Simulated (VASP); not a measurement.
CdTe:

```
CELL_PARAMETERS angstrom
0.00000 3.27996 3.27996
3.27996 0.00000 3.27996
3.27996 3.27996 0.00000
ATOMIC_POSITIONS crystal
Cd 0.00000 0.00000 0.00000
Te 0.25000 0.25000 0.25000
```

Base run:

| Quantity | Value |
| --- | --- |
| Program | VASP 6.6.1 |
| Functional | PBE |
| Potentials or basis | VASP PAW PBE potentials, release 64 (Cd, Te) |
| Cutoff | 520 eV |
| k mesh | 4 × 4 × 4 |
| Occupations | gaussian, width 0.01 eV |
| Spin | no spin polarisation |

Its results: band gap on the k mesh 0.65 eV, direct; pressure 1.3 GPa.

Problem. The run is repeated on the same cell with these changes: functional from PBE to HSE06; further incar settings from ALGO = Normal; EDIFF = 1e-06; NBANDS = 16 to ALGO = Normal; EDIFF = 1e-07; NBANDS = 16. What comes out?

Solution. Band gap on the k mesh 1.44 eV, direct; pressure 0.2 GPa.

Caveats: spin-orbit coupling is left out, which moves the levels of the heavy elements; the PAW data sets were made with another functional, which shifts forces and pressure a little (some runs).

